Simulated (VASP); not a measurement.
# NaB2: single point with PBE

Crystal: NaB2.

```xyz
3
Lattice="3.3807 0.0000 0.0000 -1.6903 2.9277 0.0000 0.0000 0.0000 4.2800" Properties=species:S:1:pos:R:3 pbc="T T T"
Na    0.0000    0.0000    0.0000
B     1.6903    0.9759    2.5011
B     0.0000    1.9518    1.7789
```

The cell was generated, and may not be a known phase.

```yaml
Program: VASP 6.6.1
Task: single point
Functional: PBE
Potentials_or_basis: VASP PAW PBE potentials, release 64 (Na_pv, B)
Cutoff: 520 eV
k_mesh: 6 × 6 × 4
Occupations: gaussian, width 0.1 eV
Spin: no spin polarisation
```

```
Pressure               : -12.7 GPa
Largest force          : 4.412 eV/Å
Band gap on the k mesh : zero (an odd number of electrons rules out a gap without spin polarisation)
```

Forces on the atoms (eV/Å):
```
Na   0.000  0.000  0.000
B    0.000  0.000 -4.412
B    0.000  0.000  4.412
```

Stress tensor (GPa, compression positive):
```
-14.77   0.00   0.00
  0.00 -14.77   0.00
  0.00   0.00  -8.67
```

Levels at points of the mesh, in eV from the Fermi level:
```tsv
k point	band 2	band 3	band 4	band 5	band 6	band 7	band 8	band 9	band 10	band 11
(0.00, 0.00, 0.00)	-22.91	-22.90	-9.29	-1.75	0.99	1.48	1.48	6.11	6.11	6.26
(0.50, 0.00, 0.00)	-22.93	-22.88	-6.35	-5.13	-0.29	0.20	1.73	5.03	6.09	7.29
(0.00, 0.00, 0.50)	-22.91	-22.91	-8.79	-4.20	1.63	1.63	4.63	6.00	6.00	6.52
(0.50, 0.00, 0.50)	-22.92	-22.89	-6.10	-4.75	-1.27	-0.21	0.41	5.36	7.75	7.86
```

Wall time 11 s on 1 thread of AMD EPYC 7R13, on a shared host, peak memory 0.13 GiB.

Caveat: the k points lie up to 0.37 Å⁻¹ apart, too coarse for converged energies and pressures of a metal; forces of over 1 eV/Å act on the atoms, so gaps and moduli don't describe the material at rest.
